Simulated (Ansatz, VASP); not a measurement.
## One calculation of Zn5Ga, two programs

```
CELL_PARAMETERS angstrom
2.63581 0.00000 0.00000
0.00000 5.09292 0.00000
0.00000 0.00000 21.32630
ATOMIC_POSITIONS crystal
Zn 0.75000 0.75000 0.38619
Zn 0.25000 0.25000 0.38588
Zn 0.75000 0.25000 0.49985
Zn 0.75000 0.75000 0.61412
Zn 0.25000 0.25000 0.61381
Ga 0.25000 0.75000 0.50015
```

Alike in both runs: task single point; functional PBE; k mesh 14 × 7 × 1; occupations fermi-dirac, width 0.1 eV; no spin polarisation.

```csv
,VASP,Ansatz
version,VASP 6.6.1,Ansatz 0.2.0
potentials or method,"VASP PAW PBE potentials, release 64 (Zn, Ga_d)","PAW with Ansatz's default frozen-core files, scalar-relativistic"
plane-wave cutoff (eV),520,420
valence electrons in the cell,73,73
```

```csv
,VASP,Ansatz,Ansatz less VASP
rms of the force components (eV/Å),0.058,0.054,-0.0039
```
